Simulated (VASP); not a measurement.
Set up this calculation in VASP 6.6.1, as the native input.

- Task: single point
- Functional: r2SCAN
- Potentials or basis: VASP PAW PBE potentials, release 64 (Ru_pv)
- Cutoff: 520 eV
- k mesh: 24 × 24 × 12
- Occupations: gaussian, width 0.15 eV
- Spin: no spin polarisation
- Dipole correction: no
- Further INCAR settings: ALGO = Normal; EDIFF = 1e-06; NBANDS = 21

The system is Ru.

```
Ru
1.0
     2.47922    0.00000    0.00000
    -1.23961    2.14706    0.00000
     0.00000    0.00000    5.10034
Ru
2
Cartesian
  0.0000 1.4314 1.2751
  1.2396 0.7157 3.8253
```

This cell differs from its parent crystal: ratio of the length along z to the lengths across it x 1.3, volume and fractional coordinates fixed.

These files were run (other wordings do the same):

POSCAR

```
Ru
1.0
    2.4792165830      0.0000000000      0.0000000000
   -1.2396082915      2.1470645423      0.0000000000
    0.0000000000      0.0000000000      5.1003356228
Ru
2
Direct
    0.3333333333      0.6666666667      0.2500000000
    0.6666666667      0.3333333333      0.7500000000
```

INCAR.step1

```
SYSTEM = Ru
ALGO = Normal ; EDIFF = 1E-4
ENCUT = 520 ; GGA = PE
ISMEAR = 0 ; LASPH = .True.
LCHARG = .False. ; LREAL = .False.
LWAVE = .True. ; NBANDS = 21
NELM = 60 ; PREC = Accurate
SIGMA = 0.15
```

INCAR.step2

```
SYSTEM = Ru
ALGO = Normal ; EDIFF = 1E-6
ENCUT = 520 ; ISIF = 2
ISMEAR = 0 ; ISTART = 1
LASPH = .True. ; LCHARG = .False.
LMIXTAU = .True. ; LREAL = .False.
LWAVE = .False. ; METAGGA = R2SCAN
NBANDS = 21 ; NELM = 60
PREC = Accurate ; SIGMA = 0.15
```

KPOINTS

```
k-points
0
Gamma
  24 24 12
  0 0 0
```

Potentials or basis: VASP PAW PBE potentials, release 64 (Ru_pv).

Launch:

```bash
$ cat potpaw_PBE.64/Ru_pv/POTCAR > POTCAR
$ cp INCAR.step1 INCAR
$ mpirun -np 1 vasp_std > vasp.out
$ cp INCAR.step2 INCAR
$ mpirun -np 1 vasp_std > vasp.out
```

It gave:

| Property | Result |
| --- | --- |
| Pressure | 24.8 GPa |
| Band gap on the k mesh | zero (bands 14 and 15 overlap by 2.13 eV) |

Caveat: the cell stands under pressure; the PAW data sets were made with another functional, which shifts forces and pressure a little.

Run time: 6 min on 1 thread of Intel(R) Xeon(R) 6975P-C (Granite Rapids) (shared host), peak memory 0.29 GiB.
